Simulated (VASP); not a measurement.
## Fe2Sb: relaxation of cell and atoms with PBE

Fe2Sb:

```
Fe Sb
1.0
     4.82235    0.00000    0.00000
     0.00000    4.82235    0.00000
     0.00000    0.00000    4.82235
Fe Sb
4 2
Direct
  0.25000 0.25000 0.25000
  0.25000 0.75000 0.75000
  0.75000 0.75000 0.25000
  0.75000 0.25000 0.75000
  0.00000 0.00000 0.00000
  0.50000 0.50000 0.50000
```

- Program: VASP 6.6.1
- Task: relaxation of cell and atoms
- Functional: PBE
- Potentials or basis: VASP PAW PBE potentials, release 64 (Fe, Sb)
- Cutoff: 600 eV
- k mesh: 4 × 4 × 4
- Occupations: gaussian, width 0.1 eV
- Spin: collinear spin, ferromagnetic start
- Starting moments: [1.85, 1.85, 1.85, 1.85, 0.0, 0.0] μB
- Dipole correction: no
- Further INCAR settings: ALGO = Normal; EDIFF = 1e-07; IBRION = 2; EDIFFG = -0.04; NSW = 90; ISIF = 3

```yaml
Relaxed_volume: 32.63 Å³/atom
Relaxed_cell: a = 5.807 Å, b = 5.807 Å, c = 5.807 Å, α = 90.00°, β = 90.00°, γ = 90.00°
Space_group_after_relaxing_to_0.1_Å: Pn-3m (No. 224)
Energy_gained_by_relaxing: 1344.1 meV/atom
Ionic_steps: 4
Pressure_after_relaxing: -0.1 GPa
Band_gap_on_the_k_mesh: zero (filled and empty bands overlap)
Net_moment: 14.00 μB per cell
Site_moments: Fe +3.27; Sb +0.04 μB
Valence_electrons_inside_the_program's_atomic_spheres: Fe 6.71; Sb 2.59
```

The path:
| step | energy change (eV) | largest force (eV/Å) | pressure (GPa) | volume (Å³) |
| --- | --- | --- | --- | --- |
| 1 | 0.0000 | 0.0000 | 44.95 | 112.14 |
| 2 | -7.7706 | 0.0000 | -3.33 | 220.59 |
| 3 | -8.0607 | 0.0000 | 0.49 | 192.74 |
| 4 | -8.0643 | 0.0000 | -0.09 | 195.77 |

Final structure:
```xyz
6
Lattice="5.8065 0.0000 0.0000 0.0000 5.8065 0.0000 0.0000 0.0000 5.8065" Properties=species:S:1:pos:R:3 pbc="T T T"
Fe    1.4516    1.4516    1.4516
Fe    1.4516    4.3549    4.3549
Fe    4.3549    4.3549    1.4516
Fe    4.3549    1.4516    4.3549
Sb    0.0000    5.8065    0.0000
Sb    2.9033    2.9033    2.9033
```

Levels at points of the mesh, in eV from the Fermi level:
Spin up:
| k point | band 24 | band 25 | band 26 | band 27 | band 28 | band 29 |
| --- | --- | --- | --- | --- | --- | --- |
| (0.00, 0.00, 0.00) | -1.20 | -1.20 | -0.95 | -0.95 | -0.95 | 0.78 |
| (0.50, 0.00, 0.00) | -2.26 | -1.20 | -1.20 | -0.67 | -0.67 | 2.10 |
| (0.50, 0.50, 0.00) | -2.25 | -1.00 | -1.00 | -0.43 | -0.43 | 1.44 |
| (0.50, 0.50, 0.50) | -2.18 | -1.90 | -1.69 | -1.69 | -1.69 | 3.18 |
Spin down:
```
           k point  band 12  band 13  band 14  band 15  band 16  band 17
(0.00, 0.00, 0.00)    -0.17    -0.16    -0.16     0.00     0.00     0.00
(0.50, 0.00, 0.00)    -0.33    -0.09    -0.09     0.08     0.08     0.11
(0.50, 0.50, 0.00)    -0.44    -0.02    -0.02     0.11     0.11     0.22
(0.50, 0.50, 0.50)    -0.18    -0.18     0.05     0.05     0.05     0.40
```

It took 20 min on 1 thread of Intel Xeon 8259CL, with other jobs on the host, peak memory 0.32 GiB.

Caveat: the volume moved by over 15 % at a fixed basis, so the end points are rough; spin-orbit coupling is left out, which moves the levels of the heavy elements; the run started ferromagnetic, and an antiferromagnetic order may lie lower in energy.
